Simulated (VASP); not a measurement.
Write the native input for VASP 6.6.1 that does the following.

```
Task                   : single point
Functional             : PBE
Potentials or basis    : VASP PAW PBE potentials, release 64 (Sn_d, H)
Cutoff                 : 520 eV
k mesh                 : 4 × 4 × 4
Occupations            : gaussian, width 0.1 eV
Spin                   : no spin polarisation
Dipole correction      : no
Further INCAR settings : ALGO = Normal; EDIFF = 1e-06; NBANDS = 30
```

The structure of Sn3H lies in POSCAR:

```
Sn3H
1.0
   -2.8602129900      2.8602129900      2.8602129900
    2.8602129900     -2.8602129900      2.8602129900
    2.8602129900      2.8602129900     -2.8602129900
Sn H
3 1
Direct
    0.0000000000      0.5000000000      0.5000000000
    0.5000000000      0.0000000000      0.5000000000
    0.5000000000      0.5000000000      0.0000000000
    0.0000000000      0.0000000000      0.0000000000
```

These files were run (other wordings do the same):

INCAR

```
SYSTEM = Sn3H
PREC     = Accurate       ! precision mode
ENCUT    = 520            ! plane-wave cutoff, eV
EDIFF    = 1E-6           ! SCF threshold, eV
ISMEAR   = 0              ! smearing method
SIGMA    = 0.1            ! smearing width, eV
LREAL    = .False.        ! projectors in reciprocal space
LASPH    = .True.         ! aspherical terms in the spheres
NELM     = 80             ! most SCF steps
ALGO     = Normal         ! electronic algorithm
ISIF     = 2              ! what is computed and relaxed
LWAVE    = .False.        ! write WAVECAR
LCHARG   = .False.        ! write CHGCAR
GGA      = PE             ! functional
NBANDS   = 30             ! bands
```

KPOINTS

```
regular mesh
0
Gamma
  4 4 4
  0 0 0
```

Potentials or basis: VASP PAW PBE potentials, release 64 (Sn_d, H).

Run with:

```sh
$ cat potpaw_PBE.64/Sn_d/POTCAR potpaw_PBE.64/H/POTCAR > POTCAR
$ mpirun -np 1 vasp_std > vasp.out
```

It gave:

```json
{"Pressure": "5.2 GPa"}
```

Caveat: the k points lie up to 0.39 Å⁻¹ apart.

It took 32 s on 1 thread of Intel Xeon 6975P-C (shared host), peak memory 0.24 GiB.
